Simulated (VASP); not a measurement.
A run of VASP 6.6.1 is set up as follows.

The input INCAR:

```
SYSTEM = Al
ALGO = Normal
EDIFF = 1E-6
EDIFFG = -0.005
ENCUT = 600
IBRION = 2
ISIF = 3
ISMEAR = 1
LASPH = .TRUE.
LCHARG = .FALSE.
LREAL = .FALSE.
LWAVE = .FALSE.
NELM = 60
NSW = 60
PREC = Accurate
SIGMA = 0.1
```

Contents of KPOINTS:

```
k-points
0
G
  23 23 23
  0 0 0
```

POSCAR

```
Al
1.0
    0.0000000000      2.0250000000      2.0250000000
    2.0250000000      0.0000000000      2.0250000000
    2.0250000000      2.0250000000      0.0000000000
Al
1
Direct
    0.0000000000      0.0000000000      0.0000000000
```

Potentials or basis: VASP PAW LDA potentials, release 64 (Al).

Run with:

```sh
$ cat potpaw_LDA.64/Al/POTCAR > POTCAR
$ mpirun -np 1 vasp_std > vasp.out
```

(1) Predict the relaxed cell.

(2) What does it give for the space group after relaxing (to 0.05 Å)?

(3) Predict the relaxed volume.

## Answers

(1) a = 2.817 Å, b = 2.817 Å, c = 2.817 Å, α = 60.00°, β = 60.00°, γ = 60.00°.

(2) Fm-3m (No. 225).

(3) 15.81 Å³/atom.
